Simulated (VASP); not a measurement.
# La2O3 (P-62m) in VASP: a series of runs

The runs below take La2O3 through relaxation of cell and atoms, with PBEsol, r2SCAN.

Everything below comes from runs of VASP 6.6.1. Logs are shortened: lines on timing, memory, paths and dates and some standing lists are left out, and cuts for length are marked.

**1. The cell of the first run**

The structure is hexagonal, space group P-62m (No. 189). The conventional cell has a = 6.267 Å, b = 6.267 Å, c = 3.300 Å, α = 90.00°, β = 90.00°, γ = 120.00°. Within 3.2 Å of La (site symmetry -6) lie 6 O at 2.45 Å. Within 3.2 Å of O (site symmetry m2m) lie 4 La at 2.45 Å and 4 O at 3.13 Å.

**2. Relaxation of cell and atoms, PBEsol**

The input, INCAR:

```
PREC = Accurate ; ENCUT = 600
EDIFF = 1E-6 ; ISMEAR = -1
SIGMA = 0.05 ; LREAL = F
LASPH = T ; NELM = 100
ALGO = Normal ; ISIF = 3
LWAVE = F ; LCHARG = F
GGA = PS ; IBRION = 2
NSW = 60 ; EDIFFG = -0.01
```

The input, KPOINTS:

```
regular mesh
0
Gamma
  4 4 6
```

The input, POSCAR:

```
La2O3
1.0
    6.2667802772      0.0000000000      0.0000000000
   -3.1333901386      5.4271909200      0.0000000000
    0.0000000000      0.0000000000      3.2997660000
La O
2 3
Direct
    0.6666666667      0.3333333333      0.5000000000
    0.3333333333      0.6666666667      0.5000000000
    0.5080139900      0.0000000000      0.0000000000
    0.0000000000      0.5080139900      0.0000000000
    0.4919860100      0.4919860100      0.0000000000
```

Potentials or basis: VASP PAW PBE potentials, release 64 (La, O).

Launch:

```sh
$ cat potpaw_PBE.64/La/POTCAR potpaw_PBE.64/O/POTCAR > POTCAR
$ mpirun -np 1 vasp_std > vasp.out
```

OUTCAR:

```text
PREC = Accurate
   ENCUT = 600
   EDIFF = 1E-6
   ISMEAR = -1
   LREAL = F
   LASPH = T
   NELM = 100
   ISIF = 3
   GGA = PS
   IBRION = 2
   NSW = 60
   EDIFFG = -0.01

 ion  position               nearest neighbor table
   1  0.667  0.333  0.500-   3 2.45   3 2.45   4 2.45   4 2.45   5 2.45   5 2.45   2 3.62   2 3.62
                             2 3.62
   2  0.333  0.667  0.500-   4 2.45   4 2.45   3 2.45   3 2.45   5 2.45   5 2.45   1 3.62   1 3.62
                             1 3.62
   3  0.508  0.000  0.000-   1 2.45   1 2.45   2 2.45   2 2.45
   4  0.000  0.508  0.000-   2 2.45   2 2.45   1 2.45   1 2.45
   5  0.492  0.492  0.000-   1 2.45   1 2.45   2 2.45   2 2.45

  LATTYP: Found a hexagonal cell.
 ALAT       =     6.2667802772
 C/A-ratio  =     0.5265488583

  Lattice vectors:

 A1 = (   6.2667802772,   0.0000000000,   0.0000000000)
 A2 = (  -3.1333901386,   5.4271909200,   0.0000000000)
 A3 = (   0.0000000000,   0.0000000000,   3.2997660000)

Analysis of symmetry for initial positions (statically):
=====================================================================
 Subroutine PRICEL returns:
 Original cell was already a primitive cell.

 Routine SETGRP: Setting up the symmetry group for a
 hexagonal supercell.

 Subroutine GETGRP returns: Found 12 space group operations
 (whereof 12 operations were pure point group operations)
 out of a pool of 24 trial point group operations.

The static configuration has the point symmetry D_3h.

Analysis of symmetry for dynamics (positions and initial velocities):
=====================================================================
 Subroutine PRICEL returns:
 Original cell was already a primitive cell.

 Routine SETGRP: Setting up the symmetry group for a
 hexagonal supercell.

 Subroutine GETGRP returns: Found 12 space group operations
 (whereof 12 operations were pure point group operations)
 out of a pool of 24 trial point group operations.

The dynamic configuration has the point symmetry D_3h.

 Subroutine INISYM returns: Found 12 space group operations
 (whereof 12 operations are pure point group operations),
 and found     1 'primitive' translations

----------------------------------------------------------------------------------------

                                     Primitive cell

  volume of cell :     112.2284

  direct lattice vectors                    reciprocal lattice vectors
     6.266780277  0.000000000  0.000000000     0.159571575  0.092128692  0.000000000
    -3.133390139  5.427190920  0.000000000     0.000000000  0.184257384  0.000000000
     0.000000000  0.000000000  3.299766000     0.000000000  0.000000000  0.303051792

[... 86 lines left out ...]
   ISIF   =      3    stress and relaxation
   ISYM   =      2    0-nonsym 1-usesym 2-fastsym
   POTIM  = 0.5000    time-step for ionic-motion
   TEBEG  =    0.0;   TEEND  =   0.0 temperature during run
   PSTRESS=    0.0 pullay stress
   NELECT =      40.0000    total number of electrons
   NUPDOWN=      -1.0000    fix difference up-down
   EMIN   =  10.00;   EMAX   =-10.00  energy-range for DOS
   EFERMI =   0.00;   METHOD = LEGACY
   ISMEAR =    -1;   SIGMA  =   0.05  broadening in eV -4-tet -1-fermi 0-gaus
   EFERMI_NEDOS =   21; number of points for ismear=-14 and -15
   IALGO  =     38    algorithm
   IMIX   =      4    mixing-type and parameters
     AMIX     =   0.40;   BMIX     =  1.00
     AMIX_MAG =   1.60;   BMIX_MAG =  1.00
  volume/ion in A,a.u.               =      22.45       151.47
  Fermi-wavevector in a.u.,A,eV,Ry     =   1.160719  2.193442 18.330716  1.347270
  Thomas-Fermi vector in A             =   2.297299
   LORBIT       =      0    0 simple, 1 ext, 2 COOP (PROOUT), +10 PAW based schemes
   GGA     = PS    functional components
   LHFCALC =     F    Hartree Fock is set to
   AEXX    =    0.0000 exact exchange contribution
   IVDW    =     0    specifies the selected vdW correction
   LEPSILON=     F    determine dielectric tensor
   LRPA    =     F    only Hartree local field effects (RPA)
 conjugate gradient relaxation of ions
 non-spin polarized calculation
  energy-cutoff  :      600.00
  volume of cell :      112.23
 maximum number of plane-waves:      3781
   NGX = 25   NGY = 25   NGZ = 13

--------------------------------------- Ionic step        1  -------------------------------------------

 number of electron      40.0000012 magnetization

 Free energy of the ion-electron system (eV)
  ---------------------------------------------------
  ext. energy  EPLUGINS =         0.00000000
  ---------------------------------------------------
  free energy    TOTEN  =       -42.44725551 eV

  energy without entropy =      -42.44725550  energy(sigma->0) =      -42.44725550

------------------------ aborting loop because EDIFF is reached ----------------------------------------

  FORCE on cell =-STRESS in cart. coord.  units (eV):
  Direction    XX          YY          ZZ          XY          YZ          ZX
  --------------------------------------------------------------------------------------
  -------------------------------------------------------------------------------------
  Total       -0.0007883     -0.0007883     -2.6921329      0.0000000      0.0000000      0.0000000
  in kB       -0.0112532     -0.0112532    -38.4330075      0.0000000      0.0000000      0.0000000
  external PRESSURE =     -12.8185046 kB  Pullay stress =       0.0000000 kB
[... 98 lines left out ...]
  FREE ENERGIE OF THE ION-ELECTRON SYSTEM (eV)
  ---------------------------------------------------
  free  energy   TOTEN  =       -42.4654314770 eV

  energy  without entropy=      -42.4654314394  energy(sigma->0) =      -42.46543146

[... ionic steps 4 to 13 ...]

--------------------------------------- Ionic step       14  -------------------------------------------

 number of electron      40.0000017 magnetization

------------------------ aborting loop because EDIFF is reached ----------------------------------------
[... 73 lines left out ...]
--------------------------------------- Ionic step       16  -------------------------------------------

 number of electron      40.0000018 magnetization

 Free energy of the ion-electron system (eV)
  ---------------------------------------------------
  ext. energy  EPLUGINS =         0.00000000
  ---------------------------------------------------
  free energy    TOTEN  =       -42.47210565 eV

  energy without entropy =      -42.47210562  energy(sigma->0) =      -42.47210564

 E-fermi :   4.0594     XC(G=0):  -8.4826

 val. band max:        3.3688426152   @ k =   0.0000   0.0000   0.5000
 cond. band min:       4.7495939361   @ k =   0.0000   0.0000   0.0000
 fundamental gap:      1.3807513210
 Fermi energy:         4.0593954957

 k-point     1 :       0.0000    0.0000    0.0000
  band No.  band energies     occupation
      1     -27.1705      2.00000
      2     -26.9442      2.00000
      3     -14.2263      2.00000
      4     -14.2263      2.00000
      5     -12.4845      2.00000
      6     -10.7219      2.00000
[... 453 lines left out ...]
  FREE ENERGIE OF THE ION-ELECTRON SYSTEM (eV)
  ---------------------------------------------------
  free  energy   TOTEN  =       -42.4721056548 eV

  energy  without entropy=      -42.4721056236  energy(sigma->0) =      -42.47210564

 reached required accuracy - stopping structural energy minimisation
```

CONTCAR:

```text
La2O3
   1.00000000000000
     6.2975213413773767    0.0000000000000000   -0.0000000000000000
    -3.1487606706886884    5.4538134625171146   -0.0000000000000000
    -0.0000000000000000    0.0000000000000000    3.2499295501369208
  La              O
     2     3
Direct
     0.6666666667000030    0.3333333332999970    0.5000000000000000
     0.3333333332999970    0.6666666667000030    0.5000000000000000
     0.4999388740739090    1.0000000000000000    1.0000000000000000
     0.0000000000000000    0.4999388740739090    1.0000000000000000
     0.5000611259260912    0.5000611259260912    0.0000000000000000

  0.00000000E+00  0.00000000E+00  0.00000000E+00
  0.00000000E+00  0.00000000E+00  0.00000000E+00
  0.00000000E+00  0.00000000E+00  0.00000000E+00
  0.00000000E+00  0.00000000E+00  0.00000000E+00
  0.00000000E+00  0.00000000E+00  0.00000000E+00
```

It used 520 s of CPU time on 1 thread of AMD EPYC 7R13 Processor (Zen 3), with other jobs on the host.

What came out:

- Free energy: -42.4721 eV
- Relaxed volume: 22.32 Å³/atom
- Relaxed cell: a = 6.298 Å, b = 6.298 Å, c = 3.250 Å, α = 90.00°, β = 90.00°, γ = 120.00°
- Space group after relaxing (to 0.05 Å): P6/mmm (No. 191)
- Energy gained by relaxing: 5.0 meV/atom
- Ionic steps: 16
- Pressure after relaxing: 0.0 GPa
- Band gap on the k mesh: 1.38 eV, indirect (least direct gap 1.93 eV)

Step by step:
| step | energy change (eV) | largest force (eV/Å) | pressure (GPa) | volume (Å³) |
| --- | --- | --- | --- | --- |
| 1 | 0.0000 | 0.0617 | -1.28 | 112.23 |
| 2 | -0.0012 | 0.0471 | 2.36 | 109.31 |
| 3 | -0.0182 | 0.0544 | 0.50 | 110.75 |
| 4 | -0.0210 | 0.0555 | -0.01 | 111.56 |
| 5 | -0.0210 | 0.0557 | -0.06 | 111.63 |
| 6 | -0.0214 | 0.0522 | 0.00 | 111.60 |
| 7 | -0.0224 | 0.0422 | 0.16 | 111.48 |
| 8 | -0.0228 | 0.0226 | 0.46 | 111.25 |
| 9 | -0.0229 | 0.0281 | 0.37 | 111.32 |
| 10 | -0.0230 | 0.0297 | 0.36 | 111.33 |
| 11 | -0.0234 | 0.0247 | 0.30 | 111.39 |
| 12 | -0.0240 | 0.0187 | 0.19 | 111.49 |
| 13 | -0.0246 | 0.0059 | 0.00 | 111.70 |
| 14 | -0.0247 | 0.0015 | -0.10 | 111.79 |
| 15 | -0.0248 | 0.0018 | -0.08 | 111.75 |
| 16 | -0.0249 | 0.0003 | 0.00 | 111.62 |

Final structure:
```
La O
1.0
     6.29752    0.00000    0.00000
    -3.14876    5.45381    0.00000
     0.00000    0.00000    3.24993
La O
2 3
Direct
  0.66667 0.33333 0.50000
  0.33333 0.66667 0.50000
  0.49994 0.00000 0.00000
  0.00000 0.49994 0.00000
  0.50006 0.50006 0.00000
```

Caveat: the PAW data sets were made with another functional, which shifts forces and pressure a little; spin-orbit coupling is left out, which moves the levels of the heavy elements.

**3. Relaxation of cell and atoms, PBEsol, target pressure 2 GPa, at which the enthalpy is minimised**

The input, INCAR:

```
PREC     = Accurate       # precision mode
ENCUT    = 600            # plane-wave cutoff, eV
EDIFF    = 1E-7           # SCF threshold, eV
ISMEAR   = -1             # smearing method
SIGMA    = 0.05           # smearing width, eV
LREAL    = False          # projectors in reciprocal space
LASPH    = True           # aspherical terms in the spheres
NELM     = 60             # most SCF steps
ALGO     = Normal         # electronic algorithm
ISIF     = 3              # what is computed and relaxed
LWAVE    = False          # write WAVECAR
LCHARG   = False          # write CHGCAR
GGA      = PS             # functional
IBRION   = 2              # ionic algorithm
NSW      = 60             # ionic steps
EDIFFG   = -0.01          # ionic threshold
PSTRESS  = 20.0
```

KPOINTS is that of step 2.

POSCAR is that of step 2.

Potentials or basis: VASP PAW PBE potentials, release 64 (La, O).

Launch:

```sh
$ cat potpaw_PBE.64/La/POTCAR potpaw_PBE.64/O/POTCAR > POTCAR
$ mpirun -np 1 vasp_std > vasp.out
```

OUTCAR:

```text
PREC = Accurate
   ENCUT = 600
   EDIFF = 1E-7
   ISMEAR = -1
   LREAL = False
   LASPH = True
   NELM = 60
   ISIF = 3
   GGA = PS
   IBRION = 2
   NSW = 60
   EDIFFG = -0.01
   PSTRESS = 20.0

 ion  position               nearest neighbor table
   1  0.667  0.333  0.500-   3 2.45   3 2.45   4 2.45   4 2.45   5 2.45   5 2.45   2 3.62   2 3.62
                             2 3.62
   2  0.333  0.667  0.500-   4 2.45   4 2.45   3 2.45   3 2.45   5 2.45   5 2.45   1 3.62   1 3.62
                             1 3.62
   3  0.508  0.000  0.000-   1 2.45   1 2.45   2 2.45   2 2.45
   4  0.000  0.508  0.000-   2 2.45   2 2.45   1 2.45   1 2.45
   5  0.492  0.492  0.000-   1 2.45   1 2.45   2 2.45   2 2.45

  LATTYP: Found a hexagonal cell.
 ALAT       =     6.2667802772
 C/A-ratio  =     0.5265488583

  Lattice vectors:

 A1 = (   6.2667802772,   0.0000000000,   0.0000000000)
 A2 = (  -3.1333901386,   5.4271909200,   0.0000000000)
 A3 = (   0.0000000000,   0.0000000000,   3.2997660000)

Analysis of symmetry for initial positions (statically):
=====================================================================
 Subroutine PRICEL returns:
 Original cell was already a primitive cell.

 Routine SETGRP: Setting up the symmetry group for a
 hexagonal supercell.

 Subroutine GETGRP returns: Found 12 space group operations
 (whereof 12 operations were pure point group operations)
[... 161 lines left out ...]
  energy without entropy =      -42.44725556  energy(sigma->0) =      -42.44725557

------------------------ aborting loop because EDIFF is reached ----------------------------------------

  FORCE on cell =-STRESS in cart. coord.  units (eV):
  Direction    XX          YY          ZZ          XY          YZ          ZX
  --------------------------------------------------------------------------------------
  -------------------------------------------------------------------------------------
  Total       -0.0002828     -0.0002828     -2.6927442      0.0000000      0.0000000      0.0000000
  in kB       -0.0040368     -0.0040368    -38.4417341      0.0000000      0.0000000      0.0000000
  external PRESSURE =     -32.8166026 kB  Pullay stress =      20.0000000 kB
[... 106 lines left out ...]
  energy  without entropy=      -42.4518111015  energy(sigma->0) =      -42.45181114

  enthalpy is  TOTEN    =       -41.0901033227 eV   P V=        1.3617078571

[... ionic steps 4 to 11 ...]

--------------------------------------- Ionic step       12  -------------------------------------------

 number of electron      40.0000017 magnetization

------------------------ aborting loop because EDIFF is reached ----------------------------------------
[... 77 lines left out ...]
--------------------------------------- Ionic step       14  -------------------------------------------

 number of electron      40.0000017 magnetization

 Free energy of the ion-electron system (eV)
  ---------------------------------------------------
  ext. energy  EPLUGINS =         0.00000000
  ---------------------------------------------------
  free energy    TOTEN  =       -42.45804731 eV

  energy without entropy =      -42.45804723  energy(sigma->0) =      -42.45804727

 E-fermi :   4.2552     XC(G=0):  -8.5747

 val. band max:        3.6157642002   @ k =   0.0000   0.0000   0.5000
 cond. band min:       4.8945657772   @ k =   0.0000   0.0000   0.0000
 fundamental gap:      1.2788015770
 Fermi energy:         4.2552066107

 k-point     1 :       0.0000    0.0000    0.0000
  band No.  band energies     occupation
      1     -26.9443      2.00000
      2     -26.6923      2.00000
      3     -14.1438      2.00000
      4     -14.1438      2.00000
      5     -12.3440      2.00000
      6     -10.4878      2.00000
[... 457 lines left out ...]
  energy  without entropy=      -42.4580472334  energy(sigma->0) =      -42.45804727

  enthalpy is  TOTEN    =       -41.0937530224 eV   P V=        1.3642942915

 reached required accuracy - stopping structural energy minimisation
```

It took 9.7 min on 1 thread of AMD EPYC 7R13 (Zen 3), shared host; peak memory 0.26 GiB.

Results:

| Property | Result |
| --- | --- |
| Free energy | -42.4580 eV |
| Relaxed volume | 21.86 Å³/atom |
| Relaxed cell | a = 6.241 Å, b = 6.241 Å, c = 3.240 Å, α = 90.00°, β = 90.00°, γ = 120.00° |
| Space group after relaxing (to 0.05 Å) | P6/mmm (No. 191) |
| Energy change on relaxing (the enthalpy is what falls) | -2.2 meV/atom |
| Ionic steps | 14 |
| Pressure after relaxing | 2.0 GPa |
| Band gap on the k mesh | 1.28 eV, indirect (least direct gap 1.89 eV) |

Step by step:
```csv
step,energy change (eV),largest force (eV/Å),pressure (GPa),volume (Å³)
1,0.0000,0.0618,-1.28,112.23
2,0.1302,0.0243,7.31,104.90
3,-0.0046,0.0466,2.03,109.08
4,-0.0038,0.0463,2.10,109.02
5,-0.0059,0.0451,2.04,109.16
6,-0.0085,0.0432,1.94,109.35
7,-0.0090,0.0403,1.92,109.37
8,-0.0105,0.0332,1.88,109.42
9,-0.0129,0.0178,1.78,109.51
10,-0.0151,0.0143,1.55,109.71
11,-0.0142,0.0047,1.69,109.59
12,-0.0106,0.0003,2.01,109.27
13,-0.0107,0.0003,2.01,109.29
14,-0.0108,0.0006,2.00,109.29
```

Final structure:
```yaml
crystal:
  lattice:
    - [6.24100, 0.00000, 0.00000]
    - [-3.12050, 5.40486, 0.00000]
    - [0.00000, 0.00000, 3.24004]
  atoms:
    - { symbol: La, position: [0.66667, 0.33333, 0.50000] }
    - { symbol: La, position: [0.33333, 0.66667, 0.50000] }
    - { symbol: O, position: [0.50008, 0.00000, 0.00000] }
    - { symbol: O, position: [0.00000, 0.50008, 0.00000] }
    - { symbol: O, position: [0.49992, 0.49992, 0.00000] }
```

Levels at points of the mesh, in eV from the valence-band top:
| k point | band 17 | band 18 | band 19 | band 20 | band 21 | band 22 | band 23 | band 24 |
| --- | --- | --- | --- | --- | --- | --- | --- | --- |
| (0.00, 0.00, 0.00) | -1.17 | -1.17 | -0.96 | -0.61 | 1.28 | 3.39 | 3.95 | 3.95 |
| (0.50, 0.00, 0.00) | -1.90 | -1.45 | -1.29 | -1.12 | 2.46 | 3.37 | 4.28 | 4.38 |
| (0.00, 0.00, 0.50) | -1.45 | -1.45 | -0.54 | 0.00 | 4.36 | 4.37 | 4.37 | 4.37 |
| (0.50, 0.00, 0.50) | -1.78 | -1.65 | -0.91 | -0.76 | 4.31 | 4.45 | 4.48 | 4.50 |

Caveat: the cell is relaxed towards a set pressure, so the enthalpy falls and the energy may rise; the PAW data sets were made with another functional, which shifts forces and pressure a little; spin-orbit coupling is left out, which moves the levels of the heavy elements.

(Continued in part 2 of 2.)
